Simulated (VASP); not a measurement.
# MgO (P6_3/mmc) in VASP: notebook

The runs below take MgO through single point, with PBE.

Program: VASP 6.6.1. These are calculated values, not measurements. Logs are shortened: lines on timing, memory, paths and dates and some standing lists are left out, and cuts for length are marked.

## Step 1: The cell of the first run

It takes space group P6_3/mmc (No. 194, hexagonal). The conventional cell has a = 3.521 Å, b = 3.521 Å, c = 4.377 Å, α = 90.00°, β = 90.00°, γ = 120.00°. Mg (site symmetry -6m2) has 5 O at 2.03 to 2.19 Å within 2.7 Å. Within 2.7 Å of O (site symmetry -6m2) lie 5 Mg at 2.03 to 2.19 Å.

## Step 2: Single point, PBE (11.74 Å³/atom)

Contents of INCAR:

```
SYSTEM = MgO
ALGO = Normal
EDIFF = 1E-6
ENCUT = 520
GGA = PE
ISIF = 2
ISMEAR = 0
LASPH = .True.
LCHARG = .True.
LELF = .True.
LREAL = .False.
LVHAR = .True.
LWAVE = .False.
NBANDS = 16
NELM = 60
PREC = Accurate
SIGMA = 0.05
```

Contents of KPOINTS:

```
k-points
0
Gamma
  9 9 6
  0 0 0
```

Contents of POSCAR:

```
MgO
1.0
    3.5205765598      0.0000000000      0.0000000000
   -1.7602882799      3.0489087368      0.0000000000
    0.0000000000      0.0000000000      4.3767807792
Mg O
2 2
Direct
    0.6666666667      0.3333333333      0.7500000000
    0.3333333333      0.6666666667      0.2500000000
    0.6666666667      0.3333333333      0.2500000000
    0.3333333333      0.6666666667      0.7500000000
```

Potentials or basis: VASP PAW PBE potentials, release 64 (Mg, O).

Launch:

```console
> cat potpaw_PBE.64/Mg/POTCAR potpaw_PBE.64/O/POTCAR > POTCAR
> mpirun -np 1 vasp_std > vasp.out
```

OUTCAR:

```text
SYSTEM = MgO
   EDIFF = 1E-6
   ENCUT = 520
   GGA = PE
   ISIF = 2
   ISMEAR = 0
   LASPH = .True.
   LREAL = .False.
   NELM = 60
   PREC = Accurate

 ion  position               nearest neighbor table
   1  0.667  0.333  0.750-   4 2.03   4 2.03   4 2.03   3 2.19   3 2.19   2 2.99   2 2.99   2 2.99
                             2 2.99   2 2.99   2 2.99
   2  0.333  0.667  0.250-   3 2.03   3 2.03   3 2.03   4 2.19   4 2.19   1 2.99   1 2.99   1 2.99
                             1 2.99   1 2.99   1 2.99
   3  0.667  0.333  0.250-   2 2.03   2 2.03   2 2.03   1 2.19   1 2.19
   4  0.333  0.667  0.750-   1 2.03   1 2.03   1 2.03   2 2.19   2 2.19

  LATTYP: Found a hexagonal cell.
 ALAT       =     3.5205765598
 C/A-ratio  =     1.2432000000

  Lattice vectors:

 A1 = (   3.5205765598,   0.0000000000,   0.0000000000)
 A2 = (  -1.7602882799,   3.0489087368,   0.0000000000)
 A3 = (   0.0000000000,   0.0000000000,   4.3767807792)

Analysis of symmetry for initial positions (statically):
=====================================================================
 Subroutine PRICEL returns:
 Original cell was already a primitive cell.

 Routine SETGRP: Setting up the symmetry group for a
 hexagonal supercell.

 Subroutine GETGRP returns: Found 24 space group operations
 (whereof 12 operations were pure point group operations)
 out of a pool of 24 trial point group operations.

The static configuration has the point symmetry D_3d.
 The point group associated with its full space group is D_6h.

Analysis of symmetry for dynamics (positions and initial velocities):
=====================================================================
 Subroutine PRICEL returns:
 Original cell was already a primitive cell.

 Routine SETGRP: Setting up the symmetry group for a
 hexagonal supercell.

 Subroutine GETGRP returns: Found 24 space group operations
 (whereof 12 operations were pure point group operations)
 out of a pool of 24 trial point group operations.

The dynamic configuration has the point symmetry D_3d.
 The point group associated with its full space group is D_6h.

 Subroutine INISYM returns: Found 24 space group operations
 (whereof 12 operations are pure point group operations),
 and found     1 'primitive' translations

----------------------------------------------------------------------------------------

                                     Primitive cell

  volume of cell :      46.9800

[... 90 lines left out ...]
   ENCUT  =  520.0 eV  38.22 Ry    6.18 a.u.   6.55  6.55  8.14*2*pi/ulx,y,z
   NELM   =     60;   NELMIN=  2; NELMDL= -5     # of ELM steps
   EDIFF  = 0.1E-05   stopping-criterion for ELM
   LREAL  =      F    real-space projection
   EDIFFG = 0.1E-04   stopping-criterion for IOM
   NSW    =      0    number of steps for IOM
   IBRION =     -1    ionic relax: 0-MD 1-quasi-New 2-CG
   NFREE  =      0    steps in history (QN), initial steepest desc. (CG)
   ISIF   =      2    stress and relaxation
   ISYM   =      2    0-nonsym 1-usesym 2-fastsym
   POTIM  = 0.5000    time-step for ionic-motion
   TEBEG  =    0.0;   TEEND  =   0.0 temperature during run
   PSTRESS=    0.0 pullay stress
   NELECT =      16.0000    total number of electrons
   NUPDOWN=      -1.0000    fix difference up-down
   EMIN   =  10.00;   EMAX   =-10.00  energy-range for DOS
   EFERMI =   0.00;   METHOD = LEGACY
   ISMEAR =     0;   SIGMA  =   0.05  broadening in eV -4-tet -1-fermi 0-gaus
   EFERMI_NEDOS =   21; number of points for ismear=-14 and -15
   IALGO  =     38    algorithm
   IMIX   =      4    mixing-type and parameters
     AMIX     =   0.40;   BMIX     =  1.00
     AMIX_MAG =   1.60;   BMIX_MAG =  1.00
  volume/ion in A,a.u.               =      11.74        79.26
  Fermi-wavevector in a.u.,A,eV,Ry     =   1.143257  2.160442 17.783308  1.307036
  Thomas-Fermi vector in A             =   2.279953
   LORBIT       =      0    0 simple, 1 ext, 2 COOP (PROOUT), +10 PAW based schemes
   GGA     = PE    functional components
   LHFCALC =     F    Hartree Fock is set to
   AEXX    =    0.0000 exact exchange contribution
   IVDW    =     0    specifies the selected vdW correction
   LEPSILON=     F    determine dielectric tensor
   LRPA    =     F    only Hartree local field effects (RPA)
 non-spin polarized calculation
 Gauss-broadening in eV      SIGMA  =   0.05
  energy-cutoff  :      520.00
  volume of cell :       46.98
 maximum number of plane-waves:      1294
 NGX is ok and might be reduce to    28
   NGX = 13   NGY = 13   NGZ = 17

 number of electron      15.9999994 magnetization

 Free energy of the ion-electron system (eV)
  ---------------------------------------------------
  ext. energy  EPLUGINS =         0.00000000
  ---------------------------------------------------
  free energy    TOTEN  =       -23.64010652 eV

  energy without entropy =      -23.64010652  energy(sigma->0) =      -23.64010652

 E-fermi :   1.9559     XC(G=0):  -9.7943

 val. band max:        1.6470065591   @ k =   0.0000   0.0000   0.0000
 cond. band min:       4.6988917987   @ k =   0.0000   0.0000   0.0000
 fundamental gap:      3.0518852396
 Fermi energy:         1.9558576643

 k-point     1 :       0.0000    0.0000    0.0000
  band No.  band energies     occupation
      1     -15.0530      2.00000
      2     -13.8748      2.00000
      3      -1.8707      2.00000
      4       0.0347      2.00000
      5       0.0347      2.00000
      6       0.8300      2.00000
[... 433 lines left out ...]
      3      -1.6408      2.00000
      4      -1.0515      2.00000
      5      -1.0515      2.00000
      6       0.4148      2.00000
[... 8 lines left out ...]
     15      15.0541      0.00000
     16      17.4962      0.00000

 [... further k-points ...]
[... 5 lines left out ...]
  --------------------------------------------------------------------------------------
  -------------------------------------------------------------------------------------
  Total       -0.8042554     -0.8042554     -2.0103558      0.0000000      0.0000000      0.0000000
  in kB      -27.4278383    -27.4278383    -68.5599494      0.0000000      0.0000000      0.0000000
  external PRESSURE =     -41.1385420 kB  Pullay stress =       0.0000000 kB

 VOLUME and BASIS-vectors are now :
 -----------------------------------------------------------------------------
  energy-cutoff  :      520.00
  volume of cell :       46.98
      direct lattice vectors                 reciprocal lattice vectors
     3.520576560  0.000000000  0.000000000     0.284044384  0.163993102  0.000000000
    -1.760288280  3.048908737  0.000000000     0.000000000  0.327986203  0.000000000
     0.000000000  0.000000000  4.376780779     0.000000000  0.000000000  0.228478430

 POSITION                                       TOTAL-FORCE (eV/Angst)
 -----------------------------------------------------------------------------------
      1.76029      1.01630      3.28259        -0.000000      0.000000      0.000000
     -0.00000      2.03261      1.09420         0.000000     -0.000000      0.000000
      1.76029      1.01630      1.09420        -0.000000      0.000000      0.000000
     -0.00000      2.03261      3.28259         0.000000     -0.000000      0.000000
 -----------------------------------------------------------------------------------
    total drift:                                0.000000     -0.000000      0.000000

  FREE ENERGIE OF THE ION-ELECTRON SYSTEM (eV)
  ---------------------------------------------------
  free  energy   TOTEN  =       -23.6401065210 eV

  energy  without entropy=      -23.6401065210  energy(sigma->0) =      -23.64010652
```

Run time: 33 s. Hardware: 1 thread of Intel Xeon 8259CL, shared host; peak memory 0.19 GiB.

Results:

- Free energy: -23.6401 eV
- Pressure: -4.1 GPa
- Band gap on the k mesh: 3.05 eV

Levels at points of the mesh, in eV from the valence-band top:
| k point | band 6 | band 7 | band 8 | band 9 | band 10 | band 11 |
| --- | --- | --- | --- | --- | --- | --- |
| (0.00, 0.00, 0.00) | -0.82 | -0.82 | 0.00 | 3.05 | 8.79 | 11.36 |
| (0.00, 0.00, 0.50) | -1.23 | -1.23 | -1.23 | 6.02 | 6.02 | 12.65 |

Caveat: the cell stands under tension.

## Step 3: Single point, PBE (11.75 Å³/atom)

Contents of INCAR:

```
PREC = Accurate ; ENCUT = 520
EDIFF = 1E-7 ; ISMEAR = 0
SIGMA = 0.05 ; LREAL = False
LASPH = True ; NELM = 80
ALGO = Normal ; ISIF = 2
LWAVE = False ; LCHARG = False
GGA = PE ; NBANDS = 16
```

Contents of KPOINTS:

```
regular mesh
0
Gamma
  9 9 6
```

Contents of POSCAR:

```
MgO
1.0
    3.6353814858      0.0000000000      0.0000000000
   -1.8176907429      3.1483327191      0.0000000000
    0.0000000000      0.0000000000      4.1047092356
Mg O
2 2
Direct
    0.6666666667      0.3333333333      0.7500000000
    0.3333333333      0.6666666667      0.2500000000
    0.6666666667      0.3333333333      0.2500000000
    0.3333333333      0.6666666667      0.7500000000
```

Potentials or basis: VASP PAW PBE potentials, release 64 (Mg, O).

Launch:

```console
> cat potpaw_PBE.64/Mg/POTCAR potpaw_PBE.64/O/POTCAR > POTCAR
> mpirun -np 1 vasp_std > vasp.out
```

Run time: 38 s. Hardware: 1 thread of Intel Xeon 8259CL, shared host; peak memory 0.18 GiB.

It converged, with:

```yaml
Free_energy: -23.6026 eV
Pressure: -3.0 GPa
Band_gap_on_the_k_mesh: 3.21 eV
```

Stress tensor (GPa, compression positive):
```
-6.01  0.00  0.00
 0.00 -6.01  0.00
 0.00  0.00  3.05
```

Levels at points of the mesh, in eV from the valence-band top:
```tsv
k point	band 6	band 7	band 8	band 9	band 10	band 11
(0.00, 0.00, 0.00)	-0.56	-0.56	0.00	3.21	9.30	11.85
(0.00, 0.00, 0.50)	-1.10	-1.10	-1.10	6.28	6.28	12.20
```

## Step 4: Single point, PBE (11.75 Å³/atom)

Contents of INCAR:

```
SYSTEM = MgO
PREC = Accurate ; ENCUT = 520
EDIFF = 1E-6 ; ISMEAR = 0
SIGMA = 0.05 ; LREAL = .FALSE.
LASPH = .TRUE. ; NELM = 100
ALGO = Normal ; ISIF = 2
LWAVE = .FALSE. ; LCHARG = .FALSE.
GGA = PE ; NBANDS = 16
```

Contents of KPOINTS:

```
regular mesh
0
G
  9 9 6
  0 0 0
```

Contents of POSCAR:

```
MgO
1.0
    3.5967232819      0.0000000000      0.0000000000
   -1.7983616410      3.1148537325      0.0000000000
    0.0000000000      0.0000000000      4.1934196743
Mg O
2 2
Direct
    0.6666666667      0.3333333333      0.7500000000
    0.3333333333      0.6666666667      0.2500000000
    0.6666666667      0.3333333333      0.2500000000
    0.3333333333      0.6666666667      0.7500000000
```

Potentials or basis: VASP PAW PBE potentials, release 64 (Mg, O).

Launch:

```console
> cat potpaw_PBE.64/Mg/POTCAR potpaw_PBE.64/O/POTCAR > POTCAR
> mpirun -np 1 vasp_std > vasp.out
```

OUTCAR:

```text
SYSTEM = MgO
   PREC = Accurate
   ENCUT = 520
   EDIFF = 1E-6
   ISMEAR = 0
   LREAL = .FALSE.
   LASPH = .TRUE.
   NELM = 100
   ISIF = 2
   GGA = PE

 ion  position               nearest neighbor table
   1  0.667  0.333  0.750-   4 2.08   4 2.08   4 2.08   3 2.10   3 2.10   2 2.95   2 2.95   2 2.95
                             2 2.95   2 2.95   2 2.95
   2  0.333  0.667  0.250-   3 2.08   3 2.08   3 2.08   4 2.10   4 2.10   1 2.95   1 2.95   1 2.95
                             1 2.95   1 2.95   1 2.95
   3  0.667  0.333  0.250-   2 2.08   2 2.08   2 2.08   1 2.10   1 2.10
   4  0.333  0.667  0.750-   1 2.08   1 2.08   1 2.08   2 2.10   2 2.10

  LATTYP: Found a hexagonal cell.
 ALAT       =     3.5967232819
 C/A-ratio  =     1.1659000000

  Lattice vectors:

 A1 = (   3.5967232819,   0.0000000000,   0.0000000000)
 A2 = (  -1.7983616410,   3.1148537325,   0.0000000000)
 A3 = (   0.0000000000,   0.0000000000,   4.1934196743)

Analysis of symmetry for initial positions (statically):
=====================================================================
 Subroutine PRICEL returns:
 Original cell was already a primitive cell.

 Routine SETGRP: Setting up the symmetry group for a
 hexagonal supercell.

[... 171 lines left out ...]
  energy without entropy =      -23.64311132  energy(sigma->0) =      -23.64311132

 E-fermi :   1.7443     XC(G=0):  -9.7766

 val. band max:        1.5328428867   @ k =   0.0000   0.0000   0.0000
 cond. band min:       4.6852656743   @ k =   0.0000   0.0000   0.0000
 fundamental gap:      3.1524227876
 Fermi energy:         1.7443177015

 k-point     1 :       0.0000    0.0000    0.0000
  band No.  band energies     occupation
      1     -15.0857      2.00000
      2     -13.8103      2.00000
      3      -1.7851      2.00000
      4      -0.0745      2.00000
      5      -0.0745      2.00000
      6       0.8860      2.00000
[... 433 lines left out ...]
      3      -1.6885      2.00000
      4      -1.0822      2.00000
      5      -1.0822      2.00000
      6       0.4978      2.00000
[... 8 lines left out ...]
     15      15.4713      0.00000
     16      17.3582      0.00000

 [... further k-points ...]
[... 5 lines left out ...]
  --------------------------------------------------------------------------------------
  -------------------------------------------------------------------------------------
  Total       -1.5273267     -1.5273267     -0.3558970      0.0000000     -0.0000000      0.0000000
  in kB      -52.0870206    -52.0870206    -12.1372948      0.0000000     -0.0000000      0.0000000
  external PRESSURE =     -38.7704453 kB  Pullay stress =       0.0000000 kB

 VOLUME and BASIS-vectors are now :
 -----------------------------------------------------------------------------
  energy-cutoff  :      520.00
  volume of cell :       46.98
      direct lattice vectors                 reciprocal lattice vectors
     3.596723282  0.000000000  0.000000000     0.278030841  0.160521181  0.000000000
    -1.798361641  3.114853732  0.000000000     0.000000000  0.321042362  0.000000000
     0.000000000  0.000000000  4.193419674     0.000000000  0.000000000  0.238468858

 POSITION                                       TOTAL-FORCE (eV/Angst)
 -----------------------------------------------------------------------------------
      1.79836      1.03828      3.14506        -0.000000     -0.000000      0.000000
     -0.00000      2.07657      1.04835         0.000000      0.000000      0.000000
      1.79836      1.03828      1.04835        -0.000000      0.000000      0.000000
     -0.00000      2.07657      3.14506         0.000000      0.000000      0.000000
 -----------------------------------------------------------------------------------
    total drift:                               -0.000000      0.000000     -0.000000

  FREE ENERGIE OF THE ION-ELECTRON SYSTEM (eV)
  ---------------------------------------------------
  free  energy   TOTEN  =       -23.6431113170 eV

  energy  without entropy=      -23.6431113170  energy(sigma->0) =      -23.64311132
```

OSZICAR:

```text
N       E                     dE             d eps       ncg     rms          rms(c)
DAV:   1     0.602102350539E+02    0.60210E+02   -0.75033E+03  1536   0.884E+02
DAV:   2    -0.236190003611E+02   -0.83829E+02   -0.76896E+02  2200   0.194E+02
DAV:   3    -0.276030691166E+02   -0.39841E+01   -0.39741E+01  1736   0.439E+01
DAV:   4    -0.276195427993E+02   -0.16474E-01   -0.16473E-01  1920   0.330E+00
DAV:   5    -0.276196284176E+02   -0.85618E-04   -0.85618E-04  1744   0.230E-01    0.111E+01
DAV:   6    -0.237232116170E+02    0.38964E+01   -0.10679E+01  1664   0.249E+01    0.372E+00
DAV:   7    -0.236636686130E+02    0.59543E-01   -0.16361E-01  1560   0.330E+00    0.214E+00
DAV:   8    -0.236453158977E+02    0.18353E-01   -0.10983E-01  1600   0.348E+00    0.566E-01
DAV:   9    -0.236421037054E+02    0.32122E-02   -0.99895E-03  1912   0.885E-01    0.125E-01
DAV:  10    -0.236430869637E+02   -0.98326E-03   -0.96698E-04  1552   0.244E-01    0.386E-02
DAV:  11    -0.236431123523E+02   -0.25389E-04   -0.37711E-05  1688   0.485E-02    0.239E-02
DAV:  12    -0.236431127847E+02   -0.43235E-06   -0.10327E-05  1576   0.236E-02    0.985E-03
DAV:  13    -0.236431113206E+02    0.14640E-05   -0.52586E-06  1736   0.179E-02    0.992E-04
DAV:  14    -0.236431113170E+02    0.36777E-08   -0.10631E-07   840   0.282E-03
   1 F= -.23643111E+02 E0= -.23643111E+02  d E =-.988147E-12
```

It took 46 s on 1 thread of Intel Xeon 8259CL, shared host; peak memory 0.18 GiB.

What came out:

```
Free energy            : -23.6431 eV
Pressure               : -3.9 GPa
Band gap on the k mesh : 3.15 eV
```

Caveat: the cell stands under tension.

## Step 5: The runs side by side

```tsv
cell	gap on the mesh (eV)	pressure (GPa)
a = 3.521, b = 3.521, c = 4.377 Å, angles 90.0, 90.0, 120.0°, 4 atoms	3.05	-4.1
a = 3.635, b = 3.635, c = 4.105 Å, angles 90.0, 90.0, 120.0°, 4 atoms	3.21	-3.0
a = 3.597, b = 3.597, c = 4.193 Å, angles 90.0, 90.0, 120.0°, 4 atoms	3.15	-3.9
```

Alike in all rows: task single point; level PBE; potentials or basis VASP PAW PBE potentials, release 64 (Mg, O); no spin polarisation; k mesh 9 × 9 × 6; cutoff (eV) 520; smearing gaussian 0.05 eV.

Caveats: the cell stands under tension (at least some runs).

Absolute energies hang on the potentials; compare differences alone.
